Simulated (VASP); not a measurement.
# Au (Fmmm) in VASP: single point with r2SCAN

Aim: the single point of Au with r2SCAN.

Program: VASP 6.6.1. These are calculated values, not measurements. Logs are shortened: lines on timing, memory, paths and dates and some standing lists are left out, and cuts for length are marked.

## 1. The cell of the first run

It takes space group Fmmm (No. 69, orthorhombic). The conventional cell has a = 3.938 Å, b = 4.091 Å, c = 4.244 Å, α = 90.00°, β = 90.00°, γ = 90.00°. Au (site symmetry mmm) has 12 Au at 2.84 to 2.95 Å within 3.7 Å.

## 2. Single point, r2SCAN (strain +0.0375 x Voigt [1, -1, 0, 0, 0, 0])

File POSCAR:

```
Au
1.0
    0.0000000000      1.9687937500      2.0455000000
    2.1222062500      0.0000000000      2.0455000000
    2.1222062500      1.9687937500      0.0000000000
Au
1
Direct
    0.0000000000      0.0000000000      0.0000000000
```

File INCAR.step1:

```
ALGO = Normal
EDIFF = 1E-4
ENCUT = 520
GGA = PE
ISMEAR = 0
LASPH = T
LCHARG = F
LREAL = F
LWAVE = T
NBANDS = 12
NELM = 60
PREC = Accurate
SIGMA = 0.15
```

File INCAR.step2:

```
ALGO = Normal
EDIFF = 1E-7
ENCUT = 520
ISIF = 2
ISMEAR = 0
ISTART = 1
LASPH = T
LCHARG = T
LELF = T
LMIXTAU = T
LREAL = F
LVHAR = T
LWAVE = F
METAGGA = R2SCAN
NBANDS = 12
NELM = 60
PREC = Accurate
SIGMA = 0.15
```

File KPOINTS:

```
k-points
0
Gamma
  20 20 20
```

Potentials or basis: VASP PAW PBE potentials, release 64 (Au).

The run is started by

```sh
$ cat potpaw_PBE.64/Au/POTCAR > POTCAR
$ cp INCAR.step1 INCAR
$ mpirun -np 1 vasp_std > vasp.out
$ cp INCAR.step2 INCAR
$ mpirun -np 1 vasp_std > vasp.out
```

OUTCAR:

```text
EDIFF = 1E-7
   ENCUT = 520
   ISIF = 2
   ISMEAR = 0
   ISTART = 1
   LASPH = T
   LREAL = F
   METAGGA = R2SCAN
   NELM = 60
   PREC = Accurate

 ion  position               nearest neighbor table
   1  0.000  0.000  0.000-

  LATTYP: Found a face centered orthorhombic cell.
 ALAT       =     3.9375875000
 B/A-ratio  =     1.0389610390
 C/A-ratio  =     1.0779220779

  Lattice vectors:

 A1 = (  -2.1222062500,   0.0000000000,  -2.0455000000)
 A2 = (  -2.1222062500,   1.9687937500,   0.0000000000)
 A3 = (   0.0000000000,   1.9687937500,  -2.0455000000)

Analysis of symmetry for initial positions (statically):
=====================================================================
 Subroutine PRICEL returns:
 Original cell was already a primitive cell.

 Routine SETGRP: Setting up the symmetry group for a
 face centered orthorhombic supercell.

 Subroutine GETGRP returns: Found  8 space group operations
 (whereof  8 operations were pure point group operations)
 out of a pool of  8 trial point group operations.

The static configuration has the point symmetry D_2h.

Analysis of symmetry for dynamics (positions and initial velocities):
=====================================================================
 Subroutine PRICEL returns:
 Original cell was already a primitive cell.

 Routine SETGRP: Setting up the symmetry group for a
 face centered orthorhombic supercell.

 Subroutine GETGRP returns: Found  8 space group operations
 (whereof  8 operations were pure point group operations)
 out of a pool of  8 trial point group operations.

The dynamic configuration has the point symmetry D_2h.

 Subroutine INISYM returns: Found  8 space group operations
 (whereof  8 operations are pure point group operations),
 and found     1 'primitive' translations

----------------------------------------------------------------------------------------

                                     Primitive cell

  volume of cell :      17.0930

  direct lattice vectors                    reciprocal lattice vectors
     0.000000000  1.968793750  2.045500000    -0.235603867  0.253962610  0.244439012
     2.122206250  0.000000000  2.045500000     0.235603867 -0.253962610  0.244439012
     2.122206250  1.968793750  0.000000000     0.235603867  0.253962610 -0.244439012

  length of vectors
     2.839052497  2.947512446  2.894807109     0.423977146  0.423977146  0.423977146

  position of ions in fractional coordinates (direct lattice)
     0.000000000  0.000000000  0.000000000

  ion indices of the primitive-cell ions
   primitive index   ion index
                 1           1

----------------------------------------------------------------------------------------

 KPOINTS: k-points

Automatic generation of k-mesh.
 Grid dimensions read from file:
 generate k-points for:   20   20   20

 Generating k-lattice:

  Cartesian coordinates                     Fractional coordinates (reciprocal lattice)
    -0.011780193  0.012698131  0.012221951     0.050000000  0.000000000  0.000000000
     0.011780193 -0.012698131  0.012221951     0.000000000  0.050000000  0.000000000
     0.011780193  0.012698131 -0.012221951     0.000000000  0.000000000  0.050000000

  Length of vectors
     0.021198857  0.021198857  0.021198857

  Shift w.r.t. Gamma in fractional coordinates (k-lattice)
     0.000000000  0.000000000  0.000000000

 Subroutine IBZKPT returns following result:
 ===========================================

 Found   1166 irreducible k-points:

 Following reciprocal coordinates:
            Coordinates               Weight
  0.000000  0.000000  0.000000      1.000000
  0.050000  0.000000  0.000000      8.000000
  0.100000 -0.000000 -0.000000      8.000000
  0.150000  0.000000  0.000000      8.000000
  0.200000 -0.000000 -0.000000      8.000000
  0.250000  0.000000  0.000000      8.000000
[... 16 lines left out ...]
 -0.400000  0.050000 -0.000000      8.000000
 -0.350000  0.050000  0.000000      8.000000
 [... further k-points ...]
   k-points           NKPTS =   1166   k-points in BZ     NKDIM =   1166   number of bands    NBANDS=     12
   number of dos      NEDOS =    301   number of ions     NIONS =      1
   total plane-waves  NPLWV =  13824
   dimension x,y,z NGX =    24 NGY =   24 NGZ =   24
   dimension x,y,z NGXF=    48 NGYF=   48 NGZF=   48
   ions per type =               1
   NGX,Y,Z   is equivalent  to a cutoff of  14.05, 13.54, 13.78 a.u.
   NGXF,Y,Z  is equivalent  to a cutoff of  28.11, 27.07, 27.57 a.u.
 SYSTEM =  unknown system
   PREC   = accura    normal or accurate (medium, high low for compatibility)
   ISTART =      1    job   : 0-new  1-cont  2-samecut
   ICHARG =      0    charge: 1-file 2-atom 10-const
   ISPIN  =      1    spin polarized calculation?
   LNONCOLLINEAR =      F non collinear calculations
   LSORBIT =      F    spin-orbit coupling
   LASPH  =      T    aspherical Exc in radial PAW
   ENCUT  =  520.0 eV  38.22 Ry    6.18 a.u.   5.28  5.48  5.38*2*pi/ulx,y,z
   NELM   =     60;   NELMIN=  2; NELMDL=  0     # of ELM steps
   EDIFF  = 0.1E-06   stopping-criterion for ELM
   LREAL  =      F    real-space projection
   EDIFFG = 0.1E-05   stopping-criterion for IOM
   NSW    =      0    number of steps for IOM
   IBRION =     -1    ionic relax: 0-MD 1-quasi-New 2-CG
   NFREE  =      0    steps in history (QN), initial steepest desc. (CG)
   ISIF   =      2    stress and relaxation
   ISYM   =      2    0-nonsym 1-usesym 2-fastsym
   POTIM  = 0.5000    time-step for ionic-motion
   TEBEG  =    0.0;   TEEND  =   0.0 temperature during run
   PSTRESS=    0.0 pullay stress
   NELECT =      11.0000    total number of electrons
   NUPDOWN=      -1.0000    fix difference up-down
   EMIN   =  10.00;   EMAX   =-10.00  energy-range for DOS
   EFERMI =   0.00;   METHOD = LEGACY
   ISMEAR =     0;   SIGMA  =   0.15  broadening in eV -4-tet -1-fermi 0-gaus
   EFERMI_NEDOS =   21; number of points for ismear=-14 and -15
   IALGO  =     38    algorithm
   IMIX   =      4    mixing-type and parameters
     AMIX     =   0.40;   BMIX     =  1.00
     AMIX_MAG =   1.60;   BMIX_MAG =  1.00
  volume/ion in A,a.u.               =      17.09       115.35
  Fermi-wavevector in a.u.,A,eV,Ry     =   1.413405  2.670948 27.180546  1.997714
  Thomas-Fermi vector in A             =   2.535054
   LORBIT       =      0    0 simple, 1 ext, 2 COOP (PROOUT), +10 PAW based schemes
   METAGGA = R2SCAN    functional components
   LHFCALC =     F    Hartree Fock is set to
   AEXX    =    0.0000 exact exchange contribution
   IVDW    =     0    specifies the selected vdW correction
   LEPSILON=     F    determine dielectric tensor
   LRPA    =     F    only Hartree local field effects (RPA)
 non-spin polarized calculation
 Gauss-broadening in eV      SIGMA  =   0.15
  energy-cutoff  :      520.00
  volume of cell :       17.09
 maximum number of plane-waves:       479
 NGX is ok and might be reduce to    24
   NGX = 11   NGY = 11   NGZ = 11

 number of electron      11.0000000 magnetization

 Free energy of the ion-electron system (eV)
  ---------------------------------------------------
  ext. energy  EPLUGINS =         0.00000000
  ---------------------------------------------------
  free energy    TOTEN  =       -50.58592132 eV

  energy without entropy =      -50.58295968  energy(sigma->0) =      -50.58444050

 E-fermi :   9.3194     XC(G=0): -13.6074

 val. band max:        9.3188917579   @ k =   0.5000   0.3000   0.2000
 cond. band min:       9.3227668902   @ k =   0.5000   0.2500   0.1500
 fundamental gap:      0.0038751323
 Fermi energy:         9.3193881351

 k-point     1 :       0.0000    0.0000    0.0000
  band No.  band energies     occupation
      1      -0.7837      2.00000
      2       4.0089      2.00000
      3       4.3744      2.00000
      4       4.6879      2.00000
      5       5.5297      2.00000
      6       6.1650      2.00000
      7      24.6690      0.00000
      8      28.0765      0.00000
      9      28.6553      0.00000
     10      29.3398      0.00000
     11      34.0173      0.00000
     12      37.6630      0.00000

 k-point     2 :       0.0500    0.0000    0.0000
  band No.  band energies     occupation
      1      -0.6929      2.00000
      2       4.0252      2.00000
      3       4.3841      2.00000
      4       4.6941      2.00000
      5       5.5232      2.00000
      6       6.1443      2.00000
      7      24.7722      0.00000
      8      27.8734      0.00000
      9      28.5502      0.00000
     10      29.2448      0.00000
     11      34.5274      0.00000
     12      36.4573      0.00000

 k-point     3 :       0.1000   -0.0000   -0.0000
  band No.  band energies     occupation
      1      -0.4265      2.00000
      2       4.0545      2.00000
      3       4.4051      2.00000
      4       4.7309      2.00000
      5       5.5180      2.00000
      6       6.0919      2.00000
      7      25.0181      0.00000
      8      26.7583      0.00000
      9      28.7299      0.00000
     10      29.4453      0.00000
     11      34.1364      0.00000
     12      36.0996      0.00000
[... 286 lines left out ...]
 k-point    23 :      -0.4000    0.0500   -0.0000
  band No.  band energies     occupation
      1       1.7820      2.00000
      2       4.0802      2.00000
      3       4.6405      2.00000
      4       6.3628      2.00000
      5       6.8457      2.00000
      6       7.7723      2.00000
      7      14.3389      0.00000
      8      24.2123      0.00000
      9      26.5083      0.00000
     10      28.5161      0.00000
     11      33.8147      0.00000
     12      35.3459      0.00000

 k-point    24 :      -0.3500    0.0500    0.0000
  band No.  band energies     occupation
      1       1.7537      2.00000
      2       4.1557      2.00000
      3       4.7223      2.00000
      4       5.6358      2.00000
      5       6.5362      2.00000
      6       7.1433      2.00000
      7      16.2290      0.00000
      8      24.5802      0.00000
      9      27.0186      0.00000
     10      29.3422      0.00000
     11      33.0825      0.00000
     12      34.6863      0.00000

 [... further k-points ...]
[... 5 lines left out ...]
  --------------------------------------------------------------------------------------
  -------------------------------------------------------------------------------------
  Total        0.3707984      0.6296359      0.5398753      0.0000000      0.0000000      0.0000000
  in kB       34.7561126     59.0177677     50.6042184      0.0000000      0.0000000      0.0000000
  external PRESSURE =      48.1260329 kB  Pullay stress =       0.0000000 kB

 VOLUME and BASIS-vectors are now :
 -----------------------------------------------------------------------------
  energy-cutoff  :      520.00
  volume of cell :       17.09
      direct lattice vectors                 reciprocal lattice vectors
     0.000000000  1.968793750  2.045500000    -0.235603867  0.253962610  0.244439012
     2.122206250  0.000000000  2.045500000     0.235603867 -0.253962610  0.244439012
     2.122206250  1.968793750  0.000000000     0.235603867  0.253962610 -0.244439012

 POSITION                                       TOTAL-FORCE (eV/Angst)
 -----------------------------------------------------------------------------------
      0.00000      0.00000      0.00000         0.000000      0.000000      0.000000
 -----------------------------------------------------------------------------------
    total drift:                               -0.000000      0.000000      0.000000

  FREE ENERGIE OF THE ION-ELECTRON SYSTEM (eV)
  ---------------------------------------------------
  free  energy   TOTEN  =       -50.5859213247 eV

  energy  without entropy=      -50.5829596774  energy(sigma->0) =      -50.58444050
```

It took 6.1 min on 1 thread of Intel Xeon 6975P-C (Granite Rapids), shared host; peak memory 0.34 GiB.

What came out:

```
Free energy            : -50.5859 eV
Pressure               : 4.8 GPa
Band gap on the k mesh : zero (an odd number of electrons rules out a gap without spin polarisation)
```

Stress tensor (GPa, compression positive):
```
3.48 0.00 0.00
0.00 5.90 0.00
0.00 0.00 5.06
```

Caveat: the cell differs from its parent crystal (strain +0.0375 x Voigt [1, -1, 0, 0, 0, 0]); the cell stands under pressure; the PAW data sets were made with another functional, which shifts forces and pressure a little; spin-orbit coupling is left out, which moves the levels of the heavy elements.
